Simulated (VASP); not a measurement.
WC: single point with PBE

The system is WC.

```xyz
2
Lattice="2.8471 0.0000 0.0000 0.0000 2.9218 0.0000 0.0000 -1.4609 2.5303" Properties=species:S:1:pos:R:3 pbc="T T T"
W     0.0000    0.0000    0.0000
C     1.4235    0.0000    1.6869
```

| Item | Value |
| --- | --- |
| Program | VASP 6.6.1 |
| Task | single point |
| Functional | PBE |
| Potentials or basis | VASP PAW PBE potentials, release 64 (W_sv, C) |
| Cutoff | 600 eV |
| k mesh | 12 × 12 × 14 |
| Occupations | fermi-dirac, width 0.1 eV |
| Spin | no spin polarisation |
| Dipole correction | no |
| Further INCAR settings | ALGO = Normal; EDIFF = 1e-06; NBANDS = 16; ISYM = 0 |

* Pressure: 1.0 GPa
* Band gap on the k mesh: zero (bands 9 and 10 overlap by 1.26 eV)

Stress tensor (GPa, compression positive):
```
1.03 0.00 0.00
0.00 1.05 0.01
0.00 0.01 0.96
```

Levels at points of the mesh, in eV from the Fermi level:
```tsv
k point	band 7	band 8	band 9	band 10	band 11	band 12
(0.00, 0.00, 0.00)	-3.29	-3.29	0.10	3.17	3.17	5.55
(0.50, 0.00, 0.00)	-1.99	-1.99	-0.57	-0.57	3.63	4.48
(0.00, 0.50, 0.00)	-3.54	-3.51	-0.47	2.31	4.43	4.77
(0.50, 0.50, 0.00)	-4.26	-4.16	0.26	4.33	5.20	6.51
(0.00, 0.00, 0.50)	-3.54	-3.51	-0.47	2.31	4.43	4.77
(0.50, 0.00, 0.50)	-4.26	-4.16	0.26	4.33	5.20	6.51
(0.00, 0.50, 0.50)	-3.54	-3.51	-0.47	2.31	4.43	4.77
(0.50, 0.50, 0.50)	-4.26	-4.16	0.26	4.33	5.20	6.51
```

Wall time 7.8 min on 1 thread of Oxide Virtual Turin-like Processor, on a shared host, peak memory 0.46 GiB.

Caveat: spin-orbit coupling is left out, which moves the levels of the heavy elements.
